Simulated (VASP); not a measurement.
Wanted: the native input for a VASP 6.6.1 run.

| Property | Result |
| --- | --- |
| Task | relaxation of cell and atoms |
| Functional | PBEsol |
| Potentials or basis | VASP PAW PBE potentials, release 64 (Y_sv) |
| Cutoff | 600 eV |
| k mesh | 15 × 15 × 15 |
| Occupations | fermi-dirac, width 0.05 eV |
| Spin | no spin polarisation |
| Target pressure | 29 GPa |
| Dipole correction | no |
| Further INCAR settings | ALGO = Normal; EDIFF = 1e-06; IBRION = 2; EDIFFG = -0.005; NSW = 32; ISIF = 3 |

The structure of Y lies in POSCAR:

```
Y
1.0
    0.0000000000      2.1902401785      2.1902401785
    2.1902401785      0.0000000000      2.1902401785
    2.1902401785      2.1902401785      0.0000000000
Y
1
Direct
    0.0000000000      0.0000000000      0.0000000000
```

This isn't the form of Y at room conditions, which is hcp.

One way to write it, as run:

INCAR

```
SYSTEM = Y
ALGO = Normal
EDIFF = 1E-6
EDIFFG = -0.005
ENCUT = 600
GGA = PS
IBRION = 2
ISIF = 3
ISMEAR = -1
LASPH = .True.
LCHARG = .False.
LREAL = .False.
LWAVE = .False.
NELM = 60
NSW = 32
PREC = Accurate
PSTRESS = 290.0
SIGMA = 0.05
```

KPOINTS

```
k-points
0
Gamma
  15 15 15
  0 0 0
```

Potentials or basis: VASP PAW PBE potentials, release 64 (Y_sv).

Launch:

```console
$ cat potpaw_PBE.64/Y_sv/POTCAR > POTCAR
$ mpirun -np 1 vasp_std > vasp.out
```

Results of the run:

The relaxed volume is 20.95 Å³/atom and the relaxed cell is a = 3.094 Å, b = 3.094 Å, c = 3.094 Å, α = 60.00°, β = 60.00°, γ = 60.00°. The space group after relaxing (to 0.1 Å) is Fm-3m (No. 225) and the energy change on relaxing (the run minimises the enthalpy) is +11.6 meV/atom. The ionic steps are 4 and the pressure after relaxing is 29.0 GPa. The band gap on the k mesh is zero (an odd number of electrons rules out a gap without spin polarisation).

Caveat: the cell is relaxed towards a set pressure, so the run minimises the enthalpy, not the energy; the PAW data sets were made with another functional, which shifts forces and pressure a little.

It took 41 s on 1 thread of AMD EPYC 9R45 96-Core Processor (Zen 5), on a shared host, peak memory 0.18 GiB.
